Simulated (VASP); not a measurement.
Crystal: Be2C.

```
C Be
1.0
     0.00000    2.15047    2.15047
     2.15047    0.00000    2.15047
     2.15047    2.15047    0.00000
C Be
1 2
Direct
  0.00000 0.00000 0.00000
  0.75000 0.75000 0.75000
  0.25000 0.25000 0.25000
```

Base run:

| Property | Result |
| --- | --- |
| Program | VASP 6.6.1 |
| Functional | LDA |
| Potentials or basis | VASP PAW LDA potentials, release 64 (C, Be) |
| Cutoff | 600 eV |
| k mesh | 11 × 11 × 11 |
| Occupations | fermi-dirac, width 0.05 eV |
| Spin | no spin polarisation |

Its results: band gap on the k mesh 1.28 eV, indirect (least direct gap 4.06 eV); pressure -4.3 GPa.

Task: The run is repeated on the same cell with these changes: functional from LDA to PBEsol; potentials or basis from VASP PAW LDA potentials, release 64 (C, Be) to VASP PAW PBE potentials, release 64 (C, Be). What comes out?

Result: Band gap on the k mesh 1.17 eV, indirect (least direct gap 4.12 eV); pressure 2.0 GPa.

Caveats: the PAW data sets were made with another functional, which shifts forces and pressure a little (some runs).

A k mesh can miss the band edges.
